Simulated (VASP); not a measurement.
## Hg: relaxation of shape and atoms at fixed volume with PBE+D3(BJ)

The system is Hg.

```xyz
4
Lattice="3.1983 0.0000 0.0000 -1.5991 2.7698 0.0000 0.0000 0.0000 10.1466" Properties=species:S:1:pos:R:3 pbc="T T T"
Hg    0.0000    0.0000    0.0000
Hg    0.0000    1.8465    2.5366
Hg    0.0000    0.0000    5.0733
Hg    1.5991    0.9233    7.6099
```

```json
{
  "Program": "VASP 6.6.1",
  "Task": "relaxation of shape and atoms at fixed volume",
  "Functional": "PBE",
  "Dispersion": "D3(BJ)",
  "Potentials or basis": "VASP PAW PBE potentials, release 64 (Hg)",
  "Cutoff": "500 eV",
  "k mesh": "15 × 15 × 4",
  "Occupations": "gaussian, width 0.1 eV",
  "Spin": "no spin polarisation",
  "Dipole correction": "no",
  "Further INCAR settings": "ALGO = Normal; EDIFF = 1e-07; IBRION = 2; EDIFFG = -0.01; NSW = 50; ISIF = 4"
}
```

```
Energy gained by relaxing  : 0.1 meV/atom
Ionic steps                : 3
Pressure after relaxing    : 4.3 GPa
Band gap on the k mesh     : zero (bands 24 and 25 overlap by 1.54 eV)
Dispersion energy per atom : -0.466 eV
```

Step by step:
| step | energy change (eV) | largest force (eV/Å) | pressure (GPa) | volume (Å³) |
| --- | --- | --- | --- | --- |
| 1 | 0.0000 | 0.0000 | 4.33 | 89.88 |
| 2 | -0.0001 | 0.0000 | 4.33 | 89.88 |
| 3 | -0.0003 | 0.0000 | 4.32 | 89.88 |

Final structure:
```
Hg
1.0
     3.19217    0.00000    0.00000
    -1.59609    2.76450    0.00000
     0.00000    0.00000   10.18539
Hg
4
Direct
  0.00000 0.00000 0.00000
  0.33333 0.66667 0.25000
  0.00000 0.00000 0.50000
  0.66667 0.33333 0.75000
```

Levels at points of the mesh, in eV from the Fermi level:
```tsv
k point	band 20	band 21	band 22	band 23	band 24	band 25	band 26	band 27	band 28
(0.00, 0.00, 0.00)	-6.14	-6.14	-5.84	-5.84	-1.63	-1.16	7.34	7.36	12.65
(0.00, 0.00, 0.50)	-5.96	-5.96	-5.96	-4.63	-4.63	2.66	2.66	12.24	12.24
```

It took 7.2 min on 1 thread of Oxide Virtual Turin-like Processor, on a shared host, peak memory 0.27 GiB.

Caveat: spin-orbit coupling is left out, which moves the levels of the heavy elements.
